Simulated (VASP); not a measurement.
# ZrTi3N4 (Pm-3m) in VASP: further runs, part 2 of 2

VASP 6.6.1. Earlier steps stand in the parts before.

## 4. Single point, PBE, collinear spin

This run uses another cell than the first one, of 12.61 Å³/atom.

Input file INCAR:

```
PREC = Accurate
ENCUT = 520
EDIFF = 1E-6
ISMEAR = 0
SIGMA = 0.1
LREAL = F
LASPH = T
NELM = 150
ALGO = Normal
ISIF = 2
LWAVE = F
LCHARG = T
ISPIN = 2
MAGMOM = 0 1 1 1 0 0 0 0
LORBIT = 11
LMAXMIX = 4
GGA = PE
LELF = T
LVHAR = T
NBANDS = 48
```

Input file KPOINTS:

```
regular mesh
0
Gamma
  4 4 4
```

Input file POSCAR:

```
ZrTi3N4
1.0
    4.6546560300      0.0000000000      0.0000000000
    0.0000000000      4.6546560300      0.0000000000
    0.0000000000      0.0000000000      4.6546560300
Zr Ti N
1 3 4
Direct
    0.0000000000      0.0000000000      0.0000000000
    0.5000000000      0.5000000000      0.0000000000
    0.0000000000      0.5000000000      0.5000000000
    0.5000000000      0.0000000000      0.5000000000
    0.0000000000      0.0000000000      0.5000000000
    0.5000000000      0.0000000000      0.0000000000
    0.0000000000      0.5000000000      0.0000000000
    0.5000000000      0.5000000000      0.5000000000
```

Potentials or basis: VASP PAW PBE potentials, release 64 (Zr_sv, Ti_sv, N).

Launch:

```console
$ cat potpaw_PBE.64/Zr_sv/POTCAR potpaw_PBE.64/Ti_sv/POTCAR potpaw_PBE.64/N/POTCAR > POTCAR
$ mpirun -np 1 vasp_std > vasp.out
```

OUTCAR:

```text
PREC = Accurate
   ENCUT = 520
   EDIFF = 1E-6
   ISMEAR = 0
   LREAL = F
   LASPH = T
   NELM = 150
   ISIF = 2
   ISPIN = 2
   LORBIT = 11
   GGA = PE

 ion  position               nearest neighbor table
   1  0.000  0.000  0.000-   5 2.33   6 2.33   7 2.33   5 2.33   7 2.33   6 2.33   3 3.29   4 3.29
                             2 3.29   2 3.29   3 3.29   3 3.29   3 3.29   2 3.29   4 3.29   4 3.29
   2  0.500  0.500  0.000-   6 2.33   7 2.33   8 2.33   8 2.33   6 2.33   7 2.33   1 3.29   1 3.29
                             1 3.29   1 3.29
   3  0.000  0.500  0.500-   5 2.33   7 2.33   8 2.33   7 2.33   5 2.33   8 2.33   1 3.29   1 3.29
                             1 3.29   1 3.29
   4  0.500  0.000  0.500-   5 2.33   6 2.33   8 2.33   6 2.33   8 2.33   5 2.33   1 3.29   1 3.29
                             1 3.29   1 3.29
   5  0.000  0.000  0.500-   1 2.33   3 2.33   4 2.33   1 2.33   3 2.33   4 2.33
   6  0.500  0.000  0.000-   1 2.33   2 2.33   4 2.33   4 2.33   2 2.33   1 2.33
   7  0.000  0.500  0.000-   1 2.33   2 2.33   3 2.33   3 2.33   1 2.33   2 2.33
   8  0.500  0.500  0.500-   2 2.33   3 2.33   4 2.33   2 2.33   4 2.33   3 2.33

  LATTYP: Found a simple cubic cell.
 ALAT       =     4.6546560300

  Lattice vectors:

 A1 = (   4.6546560300,   0.0000000000,   0.0000000000)
 A2 = (   0.0000000000,   4.6546560300,   0.0000000000)
 A3 = (   0.0000000000,   0.0000000000,   4.6546560300)

Analysis of symmetry for initial positions (statically):
=====================================================================
 Subroutine PRICEL returns:
 Original cell was already a primitive cell.

 Routine SETGRP: Setting up the symmetry group for a
 simple cubic supercell.

 Subroutine GETGRP returns: Found 48 space group operations
 (whereof 48 operations were pure point group operations)
 out of a pool of 48 trial point group operations.

The static configuration has the point symmetry O_h .

Analysis of symmetry for dynamics (positions and initial velocities):
[... 670 lines left out ...]
     46      12.6848      0.00000
 Fermi energy:         8.7386841762

 spin component 2

 k-point     1 :       0.0000    0.0000    0.0000
  band No.  band energies     occupation
      1     -49.3714      1.00000
      2     -49.3450      1.00000
      3     -49.3450      1.00000
      4     -40.8238      1.00000
      5     -25.6469      1.00000
      6     -25.6469      1.00000
[... 479 lines left out ...]
     45      12.6839      0.00000
     46      12.6840      0.00000
 [bands above 46 left out]

------------------------ aborting loop because EDIFF is reached ----------------------------------------

  FORCE on cell =-STRESS in cart. coord.  units (eV):
  Direction    XX          YY          ZZ          XY          YZ          ZX
  --------------------------------------------------------------------------------------
  -------------------------------------------------------------------------------------
  Total      -21.4369393    -21.4369393    -21.4369393     -0.0000000      0.0000000      0.0000000
  in kB     -340.5732876   -340.5732876   -340.5732876     -0.0000000      0.0000000      0.0000000
  external PRESSURE =    -340.5732876 kB  Pullay stress =       0.0000000 kB

 VOLUME and BASIS-vectors are now :
 -----------------------------------------------------------------------------
  energy-cutoff  :      520.00
  volume of cell :      100.85
      direct lattice vectors                 reciprocal lattice vectors
     4.654656030  0.000000000  0.000000000     0.214838646  0.000000000  0.000000000
     0.000000000  4.654656030  0.000000000     0.000000000  0.214838646  0.000000000
     0.000000000  0.000000000  4.654656030     0.000000000  0.000000000  0.214838646

 POSITION                                       TOTAL-FORCE (eV/Angst)
 -----------------------------------------------------------------------------------
      0.00000      0.00000      0.00000         0.000000      0.000000      0.000000
      2.32733      2.32733      0.00000         0.000000      0.000000      0.000000
      0.00000      2.32733      2.32733         0.000000      0.000000      0.000000
      2.32733      0.00000      2.32733         0.000000      0.000000      0.000000
      0.00000      0.00000      2.32733         0.000000      0.000000      0.000000
      2.32733      0.00000      0.00000         0.000000      0.000000      0.000000
      0.00000      2.32733      0.00000         0.000000      0.000000      0.000000
      2.32733      2.32733      2.32733         0.000000      0.000000      0.000000
 -----------------------------------------------------------------------------------
    total drift:                                0.000000      0.000000      0.000000

  FREE ENERGIE OF THE ION-ELECTRON SYSTEM (eV)
  ---------------------------------------------------
  free  energy   TOTEN  =       -76.5355913443 eV

  energy  without entropy=      -76.5149223112  energy(sigma->0) =      -76.52525683

 total charge

# of ion       s       p       d       tot
------------------------------------------
    1        2.154   6.020   1.483   9.657
    2        2.136   6.111   1.774  10.021
    3        2.136   6.111   1.774  10.021
    4        2.136   6.111   1.774  10.021
    5        1.237   2.383   0.000   3.620
    6        1.237   2.383   0.000   3.620
    7        1.237   2.383   0.000   3.620
    8        1.238   2.344   0.000   3.581
--------------------------------------------------
tot         13.510  33.844   6.805  54.159

 magnetization (x)

# of ion       s       p       d       tot
------------------------------------------
    1        0.000   0.000  -0.000  -0.000
    2        0.000   0.000   0.000   0.000
    3        0.000   0.000   0.000   0.000
    4        0.000   0.000   0.000   0.000
    5       -0.000  -0.000   0.000  -0.000
    6       -0.000  -0.000   0.000  -0.000
    7       -0.000  -0.000   0.000  -0.000
    8        0.000  -0.000   0.000  -0.000
--------------------------------------------------
tot          0.000  -0.000   0.000   0.000
```

OSZICAR:

```text
N       E                     dE             d eps       ncg     rms          rms(c)
DAV:   1     0.937038659331E+03    0.93704E+03   -0.32763E+04  1920   0.164E+03
DAV:   2     0.515096533238E+02   -0.88553E+03   -0.84192E+03  1960   0.518E+02
DAV:   3    -0.856283014290E+02   -0.13714E+03   -0.13327E+03  2744   0.183E+02
DAV:   4    -0.960465725588E+02   -0.10418E+02   -0.10354E+02  2792   0.495E+01
DAV:   5    -0.966730388048E+02   -0.62647E+00   -0.62591E+00  3032   0.105E+01    0.338E+01
DAV:   6    -0.799960882917E+02    0.16677E+02   -0.15746E+02  2784   0.605E+01    0.196E+01
DAV:   7    -0.773537564823E+02    0.26423E+01   -0.46758E+01  2672   0.367E+01    0.965E+00
DAV:   8    -0.766737184636E+02    0.68004E+00   -0.42459E+00  2480   0.103E+01    0.486E+00
DAV:   9    -0.766262866690E+02    0.47432E-01   -0.17587E+00  2872   0.700E+00    0.292E+00
DAV:  10    -0.765337122506E+02    0.92574E-01   -0.55170E-01  2568   0.465E+00    0.809E-01
DAV:  11    -0.765400520862E+02   -0.63398E-02   -0.42444E-02  2728   0.114E+00    0.556E-01
DAV:  12    -0.765355865004E+02    0.44656E-02   -0.26656E-02  2672   0.779E-01    0.129E-01
DAV:  13    -0.765355694921E+02    0.17008E-04   -0.16349E-03  2816   0.205E-01    0.630E-02
DAV:  14    -0.765356039763E+02   -0.34484E-04   -0.30858E-04  2448   0.674E-02    0.348E-02
DAV:  15    -0.765355906354E+02    0.13341E-04   -0.87359E-05  2768   0.477E-02    0.135E-02
DAV:  16    -0.765355913443E+02   -0.70896E-06   -0.58090E-06  2136   0.120E-02
   1 F= -.76535591E+02 E0= -.76525257E+02  d E =-.206690E-01  mag=     0.0002
```

Wall time 2.9 min (1 thread of Intel Xeon 8259CL, shared host); peak memory 0.28 GiB.

Results:

| Property | Result |
| --- | --- |
| Free energy | -76.5356 eV |
| Pressure | -34.1 GPa |
| Band gap on the k mesh | zero (filled and empty bands overlap) |
| Net moment | 0.00 μB per cell |
| Valence electrons inside the program's atomic spheres | Zr 9.66; Ti 10.02; N 3.62, 3.58 (each value once) |

Levels at points of the mesh, in eV from the Fermi level:
Spin up:
| k point | band 31 | band 32 | band 33 | band 34 | band 35 | band 36 | band 37 | band 38 |
| --- | --- | --- | --- | --- | --- | --- | --- | --- |
| (0.00, 0.00, 0.00) | -2.18 | -2.18 | -1.72 | -1.72 | -1.72 | -0.31 | -0.31 | -0.31 |
| (0.50, 0.00, 0.00) | -2.60 | -2.60 | -1.41 | -1.27 | 0.60 | 0.60 | 0.77 | 0.85 |
| (0.50, 0.50, 0.00) | -3.91 | -3.62 | 0.58 | 0.66 | 0.87 | 0.87 | 1.04 | 1.15 |
| (0.50, 0.50, 0.50) | -4.12 | -4.12 | 1.13 | 1.13 | 1.13 | 1.13 | 1.13 | 1.38 |
Spin down:
| k point | band 32 | band 33 | band 34 | band 35 | band 36 | band 37 |
| --- | --- | --- | --- | --- | --- | --- |
| (0.00, 0.00, 0.00) | -2.18 | -1.72 | -1.72 | -1.72 | -0.31 | -0.31 |
| (0.50, 0.00, 0.00) | -2.60 | -1.41 | -1.27 | 0.60 | 0.60 | 0.77 |
| (0.50, 0.50, 0.00) | -3.62 | 0.58 | 0.66 | 0.87 | 0.87 | 1.04 |
| (0.50, 0.50, 0.50) | -4.12 | 1.13 | 1.13 | 1.13 | 1.13 | 1.13 |

Caveat: the cell stands under tension.

## 5. Summary

```csv
spin,cell,k mesh,gap on the mesh (eV),pressure (GPa),moment (μB)
off,"a = 4.356 Å, 8 atoms",10 × 10 × 10,none,0.4,-
collinear,"a = 4.356 Å, 8 atoms",4 × 4 × 4,none,0.4,0.00
collinear,"a = 4.655 Å, 8 atoms",4 × 4 × 4,none,-34.1,0.00
```

Alike in all rows: task single point; level PBE; potentials or basis VASP PAW PBE potentials, release 64 (Zr_sv, Ti_sv, N); cutoff (eV) 520; smearing gaussian 0.1 eV.

Caveats: some runs use coarse meshes; the cell stands under tension (at least some runs).

Total energies depend on the potentials used, so only differences within one code and one set of settings carry meaning.
